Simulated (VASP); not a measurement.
A run of VASP 6.6.1:

The input POSCAR:

```
BaTe
1.0
    0.0000000000      3.5316033800      3.5316033800
    3.5316033800      0.0000000000      3.5316033800
    3.5316033800      3.5316033800      0.0000000000
Ba Te
1 1
Direct
    0.0000000000      0.0000000000      0.0000000000
    0.5000000000      0.5000000000      0.5000000000
```

The input INCAR.step1:

```
SYSTEM = BaTe
PREC = Accurate
ENCUT = 520
ISMEAR = -1
SIGMA = 0.02
LREAL = .False.
LASPH = .True.
NELM = 150
MAGMOM = 0 0 0 0 0 0
LSORBIT = .True.
GGA_COMPAT = .False.
NBANDS = 28
GGA = PE
ALGO = Normal
EDIFF = 1E-4
LWAVE = .True.
LCHARG = .False.
```

INCAR.step2

```
SYSTEM = BaTe
PREC = Accurate
ENCUT = 520
EDIFF = 1E-6
ISMEAR = -1
SIGMA = 0.02
LREAL = .False.
LASPH = .True.
NELM = 150
ALGO = Normal
ISIF = 2
LWAVE = .False.
LCHARG = .True.
MAGMOM = 0 0 0 0 0 0
LORBIT = 11
LSORBIT = .True.
GGA_COMPAT = .False.
LORBMOM = .True.
METAGGA = R2SCAN
LMIXTAU = .True.
LVHAR = .True.
NBANDS = 28
ISTART = 1
```

Contents of KPOINTS:

```
Automatic mesh
0
Gamma
  8 8 8
  0 0 0
```

Potentials or basis: VASP PAW PBE potentials, release 64 (Ba_sv, Te).

Command:

```sh
$ cat potpaw_PBE.64/Ba_sv/POTCAR potpaw_PBE.64/Te/POTCAR > POTCAR
$ cp INCAR.step1 INCAR
$ mpirun -np 1 vasp_ncl > vasp.out
$ cp INCAR.step2 INCAR
$ mpirun -np 1 vasp_ncl > vasp.out
```

Hardware: 1 thread of AMD EPYC 9755 128-Core Processor, with other jobs on the host.

**Question.** How long does it take, and how much memory?

**Answer.** Run time: 36 min on 1 thread of AMD EPYC 9755 128-Core Processor (shared host), peak memory 0.6 GiB. Counts: k points 29.
